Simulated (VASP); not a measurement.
# TiTe2 (P-3m1) in VASP: further runs

The runs below take TiTe2 through relaxation of shape and atoms at fixed volume, with PBE+D3(BJ).

Everything below comes from runs of VASP 6.6.1. Logs are shortened: lines on timing, memory, paths and dates and some standing lists are left out, and cuts for length are marked.

## Step 1: The cell of the first run

Symmetry: P-3m1, No. 164, trigonal system. Conventional cell: a = 3.627 Å, b = 3.627 Å, c = 6.234 Å, α = 90.00°, β = 90.00°, γ = 120.00°. Ti (site symmetry -3m) has 6 Te at 2.71 Å and 6 Ti at 3.63 Å within 3.7 Å. Within 3.7 Å of Te (site symmetry 3m) lie 3 Ti at 2.71 Å and 9 Te at 3.50 to 3.63 Å.

## Step 2: Relaxation of shape and atoms at fixed volume, PBE+D3(BJ) (23.68 Å³/atom)

The input, INCAR:

```
PREC = Accurate ; ENCUT = 600
EDIFF = 1E-7 ; ISMEAR = 0
SIGMA = 0.1 ; LREAL = False
LASPH = True ; NELM = 80
ALGO = Normal ; ISIF = 4
LWAVE = False ; LCHARG = False
GGA = PE ; IVDW = 12
IBRION = 2 ; NSW = 50
EDIFFG = -0.01
```

The input, KPOINTS:

```
Automatic mesh
0
Gamma
  15 15 8
```

The input, POSCAR:

```
TiTe2
1.0
    3.6272527047      0.0000000000      0.0000000000
   -1.8136263524      3.1412929882      0.0000000000
    0.0000000000      0.0000000000      6.2336793871
Ti Te
1 2
Direct
    0.0000000000      0.0000000000      0.0000000000
    0.6666666667      0.3333333333      0.2751187621
    0.3333333333      0.6666666667      0.7248812379
```

Potentials or basis: VASP PAW PBE potentials, release 64 (Ti_sv, Te).

The run is started by

```sh
$ cat potpaw_PBE.64/Ti_sv/POTCAR potpaw_PBE.64/Te/POTCAR > POTCAR
$ mpirun -np 1 vasp_std > vasp.out
```

OUTCAR:

```text
PREC = Accurate
   ENCUT = 600
   EDIFF = 1E-7
   ISMEAR = 0
   LREAL = False
   LASPH = True
   NELM = 80
   ISIF = 4
   GGA = PE
   IVDW = 12
   IBRION = 2
   NSW = 50
   EDIFFG = -0.01
 IVDW          = 12

 ion  position               nearest neighbor table
   1  0.000  0.000  0.000-   2 2.71   3 2.71   2 2.71   3 2.71   2 2.71   3 2.71
   2  0.667  0.333  0.275-   1 2.71   1 2.71   1 2.71   3 3.50   3 3.50   3 3.50
   3  0.333  0.667  0.725-   1 2.71   1 2.71   1 2.71   2 3.50   2 3.50   2 3.50

  LATTYP: Found a hexagonal cell.
 ALAT       =     3.6272527047
 C/A-ratio  =     1.7185677135

  Lattice vectors:

 A1 = (   3.6272527047,   0.0000000000,   0.0000000000)
 A2 = (  -1.8136263524,   3.1412929882,   0.0000000000)
 A3 = (   0.0000000000,   0.0000000000,   6.2336793871)

Analysis of symmetry for initial positions (statically):
=====================================================================
 Subroutine PRICEL returns:
 Original cell was already a primitive cell.

 Routine SETGRP: Setting up the symmetry group for a
 hexagonal supercell.

 Subroutine GETGRP returns: Found 12 space group operations
 (whereof 12 operations were pure point group operations)
 out of a pool of 24 trial point group operations.

The static configuration has the point symmetry D_3d.

Analysis of symmetry for dynamics (positions and initial velocities):
=====================================================================
 Subroutine PRICEL returns:
 Original cell was already a primitive cell.

 Routine SETGRP: Setting up the symmetry group for a
 hexagonal supercell.

 Subroutine GETGRP returns: Found 12 space group operations
 (whereof 12 operations were pure point group operations)
 out of a pool of 24 trial point group operations.

The dynamic configuration has the point symmetry D_3d.

 Subroutine INISYM returns: Found 12 space group operations
 (whereof 12 operations are pure point group operations),
 and found     1 'primitive' translations

----------------------------------------------------------------------------------------

                                     Primitive cell

  volume of cell :      71.0282

  direct lattice vectors                    reciprocal lattice vectors
     3.627252705  0.000000000  0.000000000     0.275690745  0.159170126  0.000000000
    -1.813626352  3.141292988  0.000000000     0.000000000  0.318340252  0.000000000
     0.000000000  0.000000000  6.233679387     0.000000000  0.000000000  0.160418902

  length of vectors
     3.627252705  3.627252705  6.233679387     0.318340252  0.318340252  0.160418902

  position of ions in fractional coordinates (direct lattice)
     0.000000000  0.000000000  0.000000000
     0.666666667  0.333333333  0.275118762
     0.333333333  0.666666667  0.724881238
[... 68 lines left out ...]
 SYSTEM =  unknown system
   PREC   = accura    normal or accurate (medium, high low for compatibility)
   ISTART =      0    job   : 0-new  1-cont  2-samecut
   ICHARG =      2    charge: 1-file 2-atom 10-const
   ISPIN  =      1    spin polarized calculation?
   LNONCOLLINEAR =      F non collinear calculations
   LSORBIT =      F    spin-orbit coupling
   LASPH  =      T    aspherical Exc in radial PAW
   ENCUT  =  600.0 eV  44.10 Ry    6.64 a.u.   7.24  7.24 12.45*2*pi/ulx,y,z
   NELM   =     80;   NELMIN=  2; NELMDL= -5     # of ELM steps
   EDIFF  = 0.1E-06   stopping-criterion for ELM
   LREAL  =      F    real-space projection
   EDIFFG = -.1E-01   stopping-criterion for IOM
   NSW    =     50    number of steps for IOM
   IBRION =      2    ionic relax: 0-MD 1-quasi-New 2-CG
   NFREE  =      1    steps in history (QN), initial steepest desc. (CG)
   ISIF   =      4    stress and relaxation
   ISYM   =      2    0-nonsym 1-usesym 2-fastsym
   POTIM  = 0.5000    time-step for ionic-motion
   TEBEG  =    0.0;   TEEND  =   0.0 temperature during run
   PSTRESS=    0.0 pullay stress
   NELECT =      24.0000    total number of electrons
   NUPDOWN=      -1.0000    fix difference up-down
   EMIN   =  10.00;   EMAX   =-10.00  energy-range for DOS
   EFERMI =   0.00;   METHOD = LEGACY
   ISMEAR =     0;   SIGMA  =   0.10  broadening in eV -4-tet -1-fermi 0-gaus
   EFERMI_NEDOS =   21; number of points for ismear=-14 and -15
   IALGO  =     38    algorithm
   IMIX   =      4    mixing-type and parameters
     AMIX     =   0.40;   BMIX     =  1.00
     AMIX_MAG =   1.60;   BMIX_MAG =  1.00
  volume/ion in A,a.u.               =      23.68       159.77
  Fermi-wavevector in a.u.,A,eV,Ry     =   1.140254  2.154768 17.690017  1.300180
  Thomas-Fermi vector in A             =   2.276956
   LORBIT       =      0    0 simple, 1 ext, 2 COOP (PROOUT), +10 PAW based schemes
   GGA     = PE    functional components
   LHFCALC =     F    Hartree Fock is set to
   AEXX    =    0.0000 exact exchange contribution
   IVDW    =    12    specifies the selected vdW correction
   LEPSILON=     F    determine dielectric tensor
   LRPA    =     F    only Hartree local field effects (RPA)
 conjugate gradient relaxation of ions
 non-spin polarized calculation
 Gauss-broadening in eV      SIGMA  =   0.10
  energy-cutoff  :      600.00
  volume of cell :       71.03
 maximum number of plane-waves:      2400
 NGX is ok and might be reduce to    30
   NGX = 15   NGY = 15   NGZ = 25

--------------------------------------- Ionic step        1  -------------------------------------------

 number of electron      23.9999996 magnetization

 Free energy of the ion-electron system (eV)
  ---------------------------------------------------
  ext. energy  EPLUGINS =         0.00000000
  ---------------------------------------------------
  free energy    TOTEN  =       -16.00255554 eV

  energy without entropy =      -15.99557839  energy(sigma->0) =      -15.99906696

------------------------ aborting loop because EDIFF is reached ----------------------------------------

 Edisp (eV)   -1.66792

 E8    (eV) :    -0.7718
[... 155 lines left out ...]
--------------------------------------- Ionic step        5  -------------------------------------------

 number of electron      23.9999996 magnetization

 Free energy of the ion-electron system (eV)
  ---------------------------------------------------
  ext. energy  EPLUGINS =         0.00000000
  ---------------------------------------------------
  free energy    TOTEN  =       -16.00849007 eV

  energy without entropy =      -16.00158205  energy(sigma->0) =      -16.00503606

 E-fermi :   8.4405     XC(G=0): -10.4836

 val. band max:        8.4394965288   @ k =   0.3333   0.0000   0.5000
 cond. band min:       8.4419514362   @ k =   0.3333   0.0000   0.0000
 fundamental gap:      0.0024549074
 Fermi energy:         8.4405052055

 k-point     1 :       0.0000    0.0000    0.0000
  band No.  band energies     occupation
      1     -48.8242      2.00000
      2     -25.0959      2.00000
      3     -25.0959      2.00000
      4     -25.0760      2.00000
      5      -4.7699      2.00000
      6      -2.7631      2.00000
[... 433 lines left out ...]
      3     -25.1256      2.00000
      4     -25.0587      2.00000
      5      -2.3779      2.00000
      6      -2.1095      2.00000
[... 8 lines left out ...]
     15      10.1340      0.00000
     16      10.8564      0.00000

 [... further k-points ...]

------------------------ aborting loop because EDIFF is reached ----------------------------------------

 Edisp (eV)   -1.66825

 E8    (eV) :    -0.7720
[... 26 lines left out ...]
  FREE ENERGIE OF THE ION-ELECTRON SYSTEM (eV)
  ---------------------------------------------------
  free  energy   TOTEN  =       -17.6767434365 eV

  energy  without entropy=      -17.6698354156  energy(sigma->0) =      -17.67328943

 reached required accuracy - stopping structural energy minimisation
```

OSZICAR:

```text
N       E                     dE             d eps       ncg     rms          rms(c)
DAV:   1     0.192508879808E+03    0.19251E+03   -0.12098E+04  6144   0.159E+03
[... 48 lines left out ...]
DAV:   1    -0.160091594707E+02   -0.64249E-03   -0.50987E-02  6424   0.268E+00    0.227E-01
DAV:   2    -0.160088511819E+02    0.30829E-03   -0.63363E-03  6632   0.576E-01    0.151E-01
DAV:   3    -0.160086319547E+02    0.21923E-03   -0.33393E-03  8496   0.384E-01    0.838E-02
DAV:   4    -0.160084963397E+02    0.13562E-03   -0.81041E-04  7848   0.186E-01    0.328E-02
DAV:   5    -0.160084900187E+02    0.63210E-05   -0.44286E-05  6776   0.494E-02    0.930E-03
DAV:   6    -0.160084901283E+02   -0.10960E-06   -0.18945E-06  8488   0.108E-02    0.320E-03
DAV:   7    -0.160084900730E+02    0.55360E-07   -0.61635E-07  7112   0.636E-03
   5 F= -.17676743E+02 E0= -.17673289E+02  d E =-.400079E-03
```

Run time: 7.8 min. Hardware: 1 thread of Intel Xeon 6975P-C (Granite Rapids), shared host; peak memory 0.43 GiB.

Results:

```yaml
Free_energy: -17.6767 eV
Energy_gained_by_relaxing: 2.1 meV/atom
Ionic_steps: 5
Pressure_after_relaxing: 3.0 GPa
Band_gap_on_the_k_mesh: zero (bands 12 and 13 overlap by 0.88 eV)
Dispersion_energy_per_atom: -0.556 eV
```

The path:
| step | energy change (eV) | largest force (eV/Å) | pressure (GPa) | volume (Å³) |
| --- | --- | --- | --- | --- |
| 1 | 0.0000 | 0.2791 | 3.92 | 71.03 |
| 2 | -0.0052 | 0.1002 | 3.37 | 71.03 |
| 3 | -0.0059 | 0.0115 | 3.09 | 71.03 |
| 4 | -0.0062 | 0.0057 | 3.07 | 71.03 |
| 5 | -0.0063 | 0.0017 | 3.05 | 71.03 |

Final structure:
```
Ti Te
1.0
     3.62963    0.00000    0.00000
    -1.81482    3.14335    0.00000
     0.00000    0.00000    6.22550
Ti Te
1 2
Direct
  0.00000 0.00000 0.00000
  0.66667 0.33333 0.27884
  0.33333 0.66667 0.72116
```

Levels at points of the mesh, in eV from the Fermi level:
```tsv
k point	band 9	band 10	band 11	band 12	band 13	band 14	band 15	band 16
(0.00, 0.00, 0.00)	-1.61	0.15	0.48	0.48	0.97	1.45	1.45	3.11
(0.00, 0.00, 0.50)	-1.48	-1.48	0.46	0.46	0.87	0.87	1.21	3.86
```

Caveat: spin-orbit coupling is left out, which moves the levels of the heavy elements.

## Step 3: Relaxation of shape and atoms at fixed volume, PBE+D3(BJ) (24.43 Å³/atom)

This run uses another cell than the first one, of 24.43 Å³/atom.

The input, INCAR:

```
ALGO = Normal
EDIFF = 1E-7
EDIFFG = -0.01
ENCUT = 600
GGA = PE
IBRION = 2
ISIF = 4
ISMEAR = 0
IVDW = 12
LASPH = T
LCHARG = F
LREAL = F
LWAVE = F
NELM = 60
NSW = 50
PREC = Accurate
SIGMA = 0.1
```

The input, KPOINTS:

```
k-points
0
Gamma
  15 15 8
```

The input, POSCAR:

```
TiTe2
1.0
    3.6595780597      0.0000000000      0.0000000000
   -1.8297890299      3.1692875669      0.0000000000
    0.0000000000      0.0000000000      6.3194886533
Ti Te
1 2
Direct
    0.0000000000      0.0000000000      0.0000000000
    0.6666666667      0.3333333333      0.2710898069
    0.3333333333      0.6666666667      0.7289101931
```

Potentials or basis: VASP PAW PBE potentials, release 64 (Ti_sv, Te).

The run is started by

```sh
$ cat potpaw_PBE.64/Ti_sv/POTCAR potpaw_PBE.64/Te/POTCAR > POTCAR
$ mpirun -np 1 vasp_std > vasp.out
```

OUTCAR:

```text
EDIFF = 1E-7
   EDIFFG = -0.01
   ENCUT = 600
   GGA = PE
   IBRION = 2
   ISIF = 4
   ISMEAR = 0
   IVDW = 12
   LASPH = T
   LREAL = F
   NELM = 60
   NSW = 50
   PREC = Accurate
 IVDW          = 12

 ion  position               nearest neighbor table
   1  0.000  0.000  0.000-   2 2.72   3 2.72   2 2.72   3 2.72   2 2.72   3 2.72
   2  0.667  0.333  0.271-   1 2.72   1 2.72   1 2.72   3 3.58   3 3.58   3 3.58
   3  0.333  0.667  0.729-   1 2.72   1 2.72   1 2.72   2 3.58   2 3.58   2 3.58

  LATTYP: Found a hexagonal cell.
 ALAT       =     3.6595780597
 C/A-ratio  =     1.7268353210

  Lattice vectors:

 A1 = (   3.6595780597,   0.0000000000,   0.0000000000)
 A2 = (  -1.8297890299,   3.1692875669,   0.0000000000)
 A3 = (   0.0000000000,   0.0000000000,   6.3194886533)

Analysis of symmetry for initial positions (statically):
=====================================================================
 Subroutine PRICEL returns:
 Original cell was already a primitive cell.

 Routine SETGRP: Setting up the symmetry group for a
 hexagonal supercell.

 Subroutine GETGRP returns: Found 12 space group operations
 (whereof 12 operations were pure point group operations)
 out of a pool of 24 trial point group operations.

The static configuration has the point symmetry D_3d.

Analysis of symmetry for dynamics (positions and initial velocities):
=====================================================================
 Subroutine PRICEL returns:
 Original cell was already a primitive cell.

 Routine SETGRP: Setting up the symmetry group for a
 hexagonal supercell.

 Subroutine GETGRP returns: Found 12 space group operations
 (whereof 12 operations were pure point group operations)
 out of a pool of 24 trial point group operations.

The dynamic configuration has the point symmetry D_3d.

 Subroutine INISYM returns: Found 12 space group operations
 (whereof 12 operations are pure point group operations),
 and found     1 'primitive' translations

----------------------------------------------------------------------------------------

                                     Primitive cell

  volume of cell :      73.2950

[... 98 lines left out ...]
   POTIM  = 0.5000    time-step for ionic-motion
   TEBEG  =    0.0;   TEEND  =   0.0 temperature during run
   PSTRESS=    0.0 pullay stress
   NELECT =      24.0000    total number of electrons
   NUPDOWN=      -1.0000    fix difference up-down
   EMIN   =  10.00;   EMAX   =-10.00  energy-range for DOS
   EFERMI =   0.00;   METHOD = LEGACY
   ISMEAR =     0;   SIGMA  =   0.10  broadening in eV -4-tet -1-fermi 0-gaus
   EFERMI_NEDOS =   21; number of points for ismear=-14 and -15
   IALGO  =     38    algorithm
   IMIX   =      4    mixing-type and parameters
     AMIX     =   0.40;   BMIX     =  1.00
     AMIX_MAG =   1.60;   BMIX_MAG =  1.00
  volume/ion in A,a.u.               =      24.43       164.87
  Fermi-wavevector in a.u.,A,eV,Ry     =   1.128376  2.132321 17.323368  1.273232
  Thomas-Fermi vector in A             =   2.265065
   LORBIT       =      0    0 simple, 1 ext, 2 COOP (PROOUT), +10 PAW based schemes
   GGA     = PE    functional components
   LHFCALC =     F    Hartree Fock is set to
   AEXX    =    0.0000 exact exchange contribution
   IVDW    =    12    specifies the selected vdW correction
   LEPSILON=     F    determine dielectric tensor
   LRPA    =     F    only Hartree local field effects (RPA)
 conjugate gradient relaxation of ions
 non-spin polarized calculation
 Gauss-broadening in eV      SIGMA  =   0.10
  energy-cutoff  :      600.00
  volume of cell :       73.30
 maximum number of plane-waves:      2491
 NGX is ok and might be reduce to    30
   NGX = 15   NGY = 15   NGZ = 25

--------------------------------------- Ionic step        1  -------------------------------------------

 number of electron      23.9999997 magnetization

 Free energy of the ion-electron system (eV)
  ---------------------------------------------------
  ext. energy  EPLUGINS =         0.00000000
  ---------------------------------------------------
  free energy    TOTEN  =       -16.08467703 eV

  energy without entropy =      -16.07752298  energy(sigma->0) =      -16.08110000

------------------------ aborting loop because EDIFF is reached ----------------------------------------

 Edisp (eV)   -1.61585

 E8    (eV) :    -0.7481
[... 155 lines left out ...]
--------------------------------------- Ionic step        5  -------------------------------------------

 number of electron      23.9999996 magnetization

 Free energy of the ion-electron system (eV)
  ---------------------------------------------------
  ext. energy  EPLUGINS =         0.00000000
  ---------------------------------------------------
  free energy    TOTEN  =       -16.09120284 eV

  energy without entropy =      -16.08406578  energy(sigma->0) =      -16.08763431

 E-fermi :   8.0132     XC(G=0): -10.3257

 val. band max:        8.0127991474   @ k =   0.3333   0.0000   0.5000
 cond. band min:       8.0167970275   @ k =   0.2667  -0.0000   0.2500
 fundamental gap:      0.0039978801
 Fermi energy:         8.0131793791

 k-point     1 :       0.0000    0.0000    0.0000
  band No.  band energies     occupation
      1     -49.3159      2.00000
      2     -25.5843      2.00000
      3     -25.5843      2.00000
      4     -25.5562      2.00000
      5      -4.9704      2.00000
      6      -3.1193      2.00000
[... 433 lines left out ...]
      3     -25.6108      2.00000
      4     -25.5410      2.00000
      5      -2.7176      2.00000
      6      -2.4838      2.00000
[... 8 lines left out ...]
     15       9.6298      0.00000
     16      10.3603      0.00000

 [... further k-points ...]

------------------------ aborting loop because EDIFF is reached ----------------------------------------

 Edisp (eV)   -1.61628

 E8    (eV) :    -0.7483
[... 26 lines left out ...]
  FREE ENERGIE OF THE ION-ELECTRON SYSTEM (eV)
  ---------------------------------------------------
  free  energy   TOTEN  =       -17.7074852829 eV

  energy  without entropy=      -17.7003482188  energy(sigma->0) =      -17.70391675

 reached required accuracy - stopping structural energy minimisation
```

CONTCAR:

```text
TiTe2
   1.00000000000000
     3.6657719395318806   -0.0000000000035897   -0.0000000000000000
    -1.8328859698191338    3.1746516241927174    0.0000000000000000
    -0.0000000000000000    0.0000000000000000    6.2981512184135324
  Ti              Te
     1     2
Direct
     0.0000000000000000    0.0000000000000000    0.0000000000000000
     0.6666666667000030    0.3333333332999970    0.2752594876653032
     0.3333333332999970    0.6666666667000030    0.7247405123346967

  0.00000000E+00  0.00000000E+00  0.00000000E+00
  0.00000000E+00  0.00000000E+00  0.00000000E+00
  0.00000000E+00  0.00000000E+00  0.00000000E+00
```

It took 8 min on 1 thread of Intel Xeon 6975P-C (Granite Rapids), shared host; peak memory 0.44 GiB.

What came out:

| Item | Value |
| --- | --- |
| Free energy | -17.7075 eV |
| Energy gained by relaxing | 2.3 meV/atom |
| Ionic steps | 5 |
| Pressure after relaxing | 1.3 GPa |
| Band gap on the k mesh | zero (bands 12 and 13 overlap by 0.87 eV) |
| Dispersion energy per atom | -0.539 eV |

Forces in eV/Å, atoms in the order of the input:
```
Ti   0.000  0.000  0.000
Te   0.000  0.000 -0.003
Te   0.000  0.000  0.003
```

Step by step:
```tsv
step	energy change (eV)	largest force (eV/Å)	pressure (GPa)	volume (Å³)
1	0.0000	0.2796	2.27	73.30
2	-0.0054	0.1149	1.73	73.30
3	-0.0063	0.0101	1.39	73.30
4	-0.0067	0.0047	1.36	73.30
5	-0.0070	0.0029	1.31	73.30
```

Final structure:
```
Ti Te
1.0
     3.66577    0.00000    0.00000
    -1.83289    3.17465    0.00000
     0.00000    0.00000    6.29815
Ti Te
1 2
Cartesian
  0.0000 0.0000 0.0000
  1.8329 1.0582 1.7336
  0.0000 2.1164 4.5645
```

Caveat: spin-orbit coupling is left out, which moves the levels of the heavy elements.
